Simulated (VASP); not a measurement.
Ir:

```
CELL_PARAMETERS angstrom
0.00000 2.20496 1.49871
2.20496 0.00000 1.49871
2.20496 2.20496 0.00000
ATOMIC_POSITIONS crystal
Ir 0.00000 0.00000 0.00000
```

This cell differs from its parent crystal: volume 14.573 Å^3 an atom, c/a of the conventional cell 0.6797.

Base run:

* Program: VASP 6.6.1
* Functional: LDA
* Potentials or basis: VASP PAW LDA potentials, release 64 (Ir)
* Cutoff: 520 eV
* k mesh: 22 × 22 × 22
* Occupations: gaussian, width 0.15 eV
* Spin: no spin polarisation

Its results: pressure -4.3 GPa.

Q: The run is repeated on the same cell with these changes: potentials or basis from VASP PAW LDA potentials, release 64 (Ir) to VASP PAW LDA potentials, release 64 (Ir_sv_GW); cutoff from 520 eV to 500 eV; further incar settings from ALGO = Fast; EDIFF = 1e-06; NBANDS = 10 to ALGO = Normal; EDIFF = 1e-06; NBANDS = 14; valence electrons from 9 to 17. What comes out?

A: Pressure -8.4 GPa.
